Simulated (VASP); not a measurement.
# CoH (Fm-3m) in VASP: a series of runs

Runs on CoH. Level: PBEsol. Tasks: single point.

Program: VASP 6.6.1. These are calculated values, not measurements. Logs are shortened: lines on timing, memory, paths and dates and some standing lists are left out, and cuts for length are marked.

## Step 1: The cell of the first run

Symmetry: Fm-3m, No. 225, cubic system. The conventional cell has a = 3.611 Å, b = 3.611 Å, c = 3.611 Å, α = 90.00°, β = 90.00°, γ = 90.00°. Co (site symmetry m-3m) has 6 H at 1.81 Å within 2.4 Å. Within 2.4 Å of H (site symmetry m-3m) lie 6 Co at 1.81 Å.

## Step 2: Single point, PBEsol, collinear spin, ferromagnetic start

File INCAR:

```
SYSTEM = CoH
PREC = Accurate
ENCUT = 520
EDIFF = 1E-7
ISMEAR = -1
SIGMA = 0.1
LREAL = .False.
LASPH = .True.
NELM = 150
ALGO = Normal
ISIF = 2
LWAVE = .False.
LCHARG = .False.
ISPIN = 2
MAGMOM = 2.5 0
LORBIT = 11
LMAXMIX = 4
GGA = PS
NBANDS = 16
```

File KPOINTS:

```
Automatic mesh
0
Gamma
  13 13 13
  0 0 0
```

File POSCAR:

```
CoH
1.0
    0.0000000000      1.8053399741      1.8053399741
    1.8053399741      0.0000000000      1.8053399741
    1.8053399741      1.8053399741      0.0000000000
Co H
1 1
Direct
    0.0000000000      0.0000000000      0.0000000000
    0.5000000000      0.5000000000      0.5000000000
```

Potentials or basis: VASP PAW PBE potentials, release 64 (Co, H).

On the command line:

```console
$ cat potpaw_PBE.64/Co/POTCAR potpaw_PBE.64/H/POTCAR > POTCAR
$ mpirun -np 1 vasp_std > vasp.out
```

OUTCAR:

```text
SYSTEM = CoH
   PREC = Accurate
   ENCUT = 520
   EDIFF = 1E-7
   ISMEAR = -1
   LREAL = .False.
   LASPH = .True.
   NELM = 150
   ISIF = 2
   ISPIN = 2
   LORBIT = 11
   GGA = PS

 ion  position               nearest neighbor table
   1  0.000  0.000  0.000-   2 1.81   2 1.81   2 1.81   2 1.81   2 1.81   2 1.81
   2  0.500  0.500  0.500-   1 1.81   1 1.81   1 1.81   1 1.81   1 1.81   1 1.81

  LATTYP: Found a face centered cubic cell.
 ALAT       =     3.6106799482

  Lattice vectors:

 A1 = (   0.0000000000,   1.8053399741,   1.8053399741)
 A2 = (   1.8053399741,   0.0000000000,   1.8053399741)
 A3 = (   1.8053399741,   1.8053399741,   0.0000000000)

Analysis of symmetry for initial positions (statically):
=====================================================================
 Subroutine PRICEL returns:
 Original cell was already a primitive cell.

 Routine SETGRP: Setting up the symmetry group for a
 face centered cubic supercell.

 Subroutine GETGRP returns: Found 48 space group operations
 (whereof 48 operations were pure point group operations)
 out of a pool of 48 trial point group operations.

The static configuration has the point symmetry O_h .

Analysis of symmetry for dynamics (positions and initial velocities):
=====================================================================
 Subroutine PRICEL returns:
 Original cell was already a primitive cell.

 Routine SETGRP: Setting up the symmetry group for a
 face centered cubic supercell.

 Subroutine GETGRP returns: Found 48 space group operations
 (whereof 48 operations were pure point group operations)
 out of a pool of 48 trial point group operations.

The dynamic configuration has the point symmetry O_h .

Analysis of structural, dynamic, and magnetic symmetry:
=====================================================================
 Subroutine PRICEL returns:
 Original cell was already a primitive cell.

 Routine SETGRP: Setting up the symmetry group for a
 face centered cubic supercell.

 Subroutine GETGRP returns: Found 48 space group operations
 (whereof 48 operations were pure point group operations)
 out of a pool of 48 trial point group operations.

The overall configuration has the point symmetry O_h .

 Subroutine INISYM returns: Found 48 space group operations
 (whereof 48 operations are pure point group operations),
 and found     1 'primitive' translations

----------------------------------------------------------------------------------------
[... 116 lines left out ...]
  Thomas-Fermi vector in A             =   2.655259
   LORBIT       =     11    0 simple, 1 ext, 2 COOP (PROOUT), +10 PAW based schemes
   GGA     = PS    functional components
   LHFCALC =     F    Hartree Fock is set to
   AEXX    =    0.0000 exact exchange contribution
   IVDW    =     0    specifies the selected vdW correction
   LEPSILON=     F    determine dielectric tensor
   LRPA    =     F    only Hartree local field effects (RPA)
 spin polarized calculation
  energy-cutoff  :      520.00
  volume of cell :       11.77
 maximum number of plane-waves:       331
   NGX =  9   NGY =  9   NGZ =  9

 number of electron      10.0000003 magnetization       1.0847968

 Free energy of the ion-electron system (eV)
  ---------------------------------------------------
  ext. energy  EPLUGINS =         0.00000000
  ---------------------------------------------------
  free energy    TOTEN  =       -11.17017307 eV

  energy without entropy =      -11.12899492  energy(sigma->0) =      -11.14958399

 E-fermi :  11.0263     XC(G=0): -13.9166

 val. band max:       11.0179603982   @ k =  -0.1538   0.1538   0.0000
 cond. band min:      11.0371421786   @ k =   0.3077   0.3077   0.0000
 fundamental gap:      0.0191817804
 Fermi energy:        11.0263082561

 spin component 1

 k-point     1 :       0.0000    0.0000    0.0000
  band No.  band energies     occupation
      1      -2.0321      1.00000
      2       8.2820      1.00000
      3       8.2820      1.00000
      4       8.2820      1.00000
      5       9.4474      1.00000
      6       9.4474      1.00000
[... 435 lines left out ...]
      5      10.2625      0.99952
      6      10.4799      0.99578
[... 8 lines left out ...]
     15      49.0854      0.00000
     16      51.9587      0.00000

 [... further k-points ...]

 spin component 2

 k-point     1 :       0.0000    0.0000    0.0000
  band No.  band energies     occupation
      1      -2.0170      1.00000
      2       9.4388      1.00000
      3       9.4388      1.00000
      4       9.4388      1.00000
      5      10.4813      0.99572
      6      10.4813      0.99572
[... 435 lines left out ...]
      5      11.5042      0.00833
      6      11.5870      0.00366
[... 8 lines left out ...]
     15      51.1927      0.00000
     16      52.1040      0.00000

 [... further k-points ...]

------------------------ aborting loop because EDIFF is reached ----------------------------------------

  FORCE on cell =-STRESS in cart. coord.  units (eV):
  Direction    XX          YY          ZZ          XY          YZ          ZX
  --------------------------------------------------------------------------------------
  -------------------------------------------------------------------------------------
  Total        0.5996773      0.5996773      0.5996773     -0.0000000     -0.0000000      0.0000000
  in kB       81.6434249     81.6434249     81.6434249     -0.0000000     -0.0000000      0.0000000
  external PRESSURE =      81.6434249 kB  Pullay stress =       0.0000000 kB

 VOLUME and BASIS-vectors are now :
 -----------------------------------------------------------------------------
  energy-cutoff  :      520.00
  volume of cell :       11.77
      direct lattice vectors                 reciprocal lattice vectors
     0.000000000  1.805339974  1.805339974    -0.276956145  0.276956145  0.276956145
     1.805339974  0.000000000  1.805339974     0.276956145 -0.276956145  0.276956145
     1.805339974  1.805339974  0.000000000     0.276956145  0.276956145 -0.276956145

 POSITION                                       TOTAL-FORCE (eV/Angst)
 -----------------------------------------------------------------------------------
      0.00000      0.00000      0.00000         0.000000     -0.000000      0.000000
      1.80534      1.80534      1.80534        -0.000000      0.000000     -0.000000
 -----------------------------------------------------------------------------------
    total drift:                                0.000000     -0.000000     -0.000000

  FREE ENERGIE OF THE ION-ELECTRON SYSTEM (eV)
  ---------------------------------------------------
  free  energy   TOTEN  =       -11.1701730654 eV

  energy  without entropy=      -11.1289949218  energy(sigma->0) =      -11.14958399

 total charge

# of ion       s       p       d       tot
------------------------------------------
    1        0.428   0.603   7.487   8.518
    2        0.514   0.047   0.000   0.560
--------------------------------------------------
tot          0.941   0.650   7.487   9.078

 magnetization (x)

# of ion       s       p       d       tot
------------------------------------------
    1       -0.007  -0.018   1.132   1.106
    2       -0.007  -0.003   0.000  -0.010
--------------------------------------------------
tot         -0.014  -0.021   1.132   1.096
```

OSZICAR:

```text
N       E                     dE             d eps       ncg     rms          rms(c)
DAV:   1     0.296978644430E+02    0.29698E+02   -0.40253E+03  5624   0.745E+02
DAV:   2    -0.109857720533E+02   -0.40684E+02   -0.36995E+02  6240   0.153E+02
DAV:   3    -0.123436596510E+02   -0.13579E+01   -0.13483E+01  6664   0.282E+01
DAV:   4    -0.123523753167E+02   -0.87157E-02   -0.87135E-02  6848   0.208E+00
DAV:   5    -0.123525061130E+02   -0.13080E-03   -0.13079E-03  6776   0.229E-01    0.145E+01
DAV:   6    -0.114658895060E+02    0.88662E+00   -0.13172E+01  7480   0.400E+01    0.508E+00
DAV:   7    -0.111958014555E+02    0.27009E+00   -0.18819E+00  6720   0.144E+01    0.300E+00
DAV:   8    -0.111746188867E+02    0.21183E-01   -0.29724E-02  7336   0.112E+00    0.153E+00
DAV:   9    -0.111707916130E+02    0.38273E-02   -0.33816E-03  8120   0.301E-01    0.391E-01
DAV:  10    -0.111701875825E+02    0.60403E-03   -0.52113E-04  8336   0.135E-01    0.705E-02
DAV:  11    -0.111701688331E+02    0.18749E-04   -0.40315E-05  7896   0.412E-02    0.245E-02
DAV:  12    -0.111701727725E+02   -0.39394E-05   -0.44803E-06  6312   0.212E-02    0.723E-03
DAV:  13    -0.111701729934E+02   -0.22087E-06   -0.24748E-07  6872   0.544E-03    0.328E-03
DAV:  14    -0.111701730654E+02   -0.72061E-07   -0.87212E-08  4040   0.248E-03
   1 F= -.11170173E+02 E0= -.11149584E+02  d E =-.411781E-01  mag=     1.0848
```

Run time: 17 s. Hardware: 1 thread of Intel Xeon 6975P-C (Granite Rapids), shared host; peak memory 0.15 GiB.

What came out:

```yaml
Free_energy: -11.1702 eV
Pressure: 8.2 GPa
Net_moment: 1.08 μB per cell
Site_moments: Co +1.11; H -0.01 μB
Valence_electrons_inside_the_program's_atomic_spheres: Co 8.52; H 0.56
```

Caveat: the cell stands under pressure; the PAW data sets were made with another functional, which shifts forces and pressure a little.

## Step 3: Single point, PBEsol, collinear spin, ferromagnetic start

This run uses another cell than the first one, of 6.01 Å³/atom.

File INCAR:

```
SYSTEM = CoH
  PREC = Accurate
  ENCUT = 520
  EDIFF = 1E-6
  ISMEAR = -1
  SIGMA = 0.1
  LREAL = .False.
  LASPH = .True.
  NELM = 150
  ALGO = Normal
  ISIF = 2
  LWAVE = .False.
  LCHARG = .False.
  ISPIN = 2
  MAGMOM = 2.5 0
  LORBIT = 11
  LMAXMIX = 4
  GGA = PS
  NBANDS = 16
```

KPOINTS is that of step 2.

File POSCAR:

```
CoH
1.0
    0.0000000000      1.8180540548      1.8180540548
    1.8180540548      0.0000000000      1.8180540548
    1.8180540548      1.8180540548      0.0000000000
Co H
1 1
Direct
    0.0000000000      0.0000000000      0.0000000000
    0.5000000000      0.5000000000      0.5000000000
```

Potentials or basis: VASP PAW PBE potentials, release 64 (Co, H).

On the command line:

```console
$ cat potpaw_PBE.64/Co/POTCAR potpaw_PBE.64/H/POTCAR > POTCAR
$ mpirun -np 1 vasp_std > vasp.out
```

It took 16 s on 1 thread of Intel Xeon 6975P-C (Granite Rapids), shared host; peak memory 0.15 GiB.

Results (log left out):

```
Free energy                                           : -11.1788 eV
Pressure                                              : 2.7 GPa
Net moment                                            : 1.11 μB per cell
Site moments                                          : Co +1.13; H -0.01 μB
Valence electrons inside the program's atomic spheres : Co 8.47; H 0.55
```

Levels at points of the mesh, in eV from the Fermi level:
Spin up:
| k point | band 3 | band 4 | band 5 | band 6 | band 7 | band 8 | band 9 | band 10 |
| --- | --- | --- | --- | --- | --- | --- | --- | --- |
| (0.00, 0.00, 0.00) | -2.70 | -2.70 | -1.58 | -1.58 | 15.49 | 20.85 | 21.59 | 21.59 |
Spin down:
```csv
k point,band 1,band 2,band 3,band 4,band 5,band 6,band 7,band 8,band 9
"(0.00, 0.00, 0.00)",-12.86,-1.53,-1.53,-1.53,-0.52,-0.52,15.48,20.72,21.62
```

Caveat: the PAW data sets were made with another functional, which shifts forces and pressure a little.

## Step 4: Single point, PBEsol, collinear spin, ferromagnetic start

This run uses another cell than the first one, of 6.13 Å³/atom.

File INCAR:

```
  ALGO = Normal
  EDIFF = 1E-7
  ENCUT = 520
  GGA = PS
  ISIF = 2
  ISMEAR = -1
  ISPIN = 2
  LASPH = T
  LCHARG = F
  LMAXMIX = 4
  LORBIT = 11
  LREAL = F
  LWAVE = F
  MAGMOM = 2.5 0
  NBANDS = 16
  NELM = 150
  PREC = Accurate
  SIGMA = 0.1
```

File KPOINTS:

```
k-points
0
Gamma
  13 13 13
```

File POSCAR:

```
CoH
1.0
    0.0000000000      1.8305927548      1.8305927548
    1.8305927548      0.0000000000      1.8305927548
    1.8305927548      1.8305927548      0.0000000000
Co H
1 1
Direct
    0.0000000000      0.0000000000      0.0000000000
    0.5000000000      0.5000000000      0.5000000000
```

On the command line:

```console
$ cat potpaw_PBE.64/Co/POTCAR potpaw_PBE.64/H/POTCAR > POTCAR
$ mpirun -np 1 vasp_std > vasp.out
```

Run time: 16 s. Hardware: 1 thread of Intel Xeon 6975P-C (Granite Rapids), shared host; peak memory 0.15 GiB.

Results (log left out):

* Free energy: -11.1793 eV
* Pressure: -2.3 GPa
* Net moment: 1.13 μB per cell
* Site moments: Co +1.15; H -0.01 μB
* Valence electrons inside the program's atomic spheres: Co 8.42; H 0.55

Levels at points of the mesh, in eV from the Fermi level:
Spin up:
```csv
k point,band 2,band 3,band 4,band 5,band 6,band 7,band 8,band 9,band 10,band 11
"(0.00, 0.00, 0.00)",-2.67,-2.67,-2.67,-1.57,-1.57,15.24,20.71,21.34,21.34,21.34
```
Spin down:
```
           k point  band 2  band 3  band 4  band 5  band 6  band 7
(0.00, 0.00, 0.00)   -1.47   -1.47   -1.47   -0.49   -0.49   15.23
```

Caveat: the PAW data sets were made with another functional, which shifts forces and pressure a little.

## Step 5: Overview

| cell | gap on the mesh (eV) | pressure (GPa) | moment (μB) |
| --- | --- | --- | --- |
| a = 2.553 Å, angles 60.0°, 2 atoms | none | 8.2 | 1.08 |
| a = 2.571 Å, angles 60.0°, 2 atoms | none | 2.7 | 1.11 |
| a = 2.589 Å, angles 60.0°, 2 atoms | none | -2.3 | 1.13 |

Alike in all rows: task single point; level PBEsol; potentials or basis VASP PAW PBE potentials, release 64 (Co, H); spin collinear, ferromagnetic start; k mesh 13 × 13 × 13; cutoff (eV) 520; smearing fermi-dirac 0.1 eV.

Caveats: the PAW data sets were made with another functional, which shifts forces and pressure a little; the cell stands under pressure (at least some runs).

Total energies depend on the potentials used, so only differences within one code and one set of settings carry meaning.
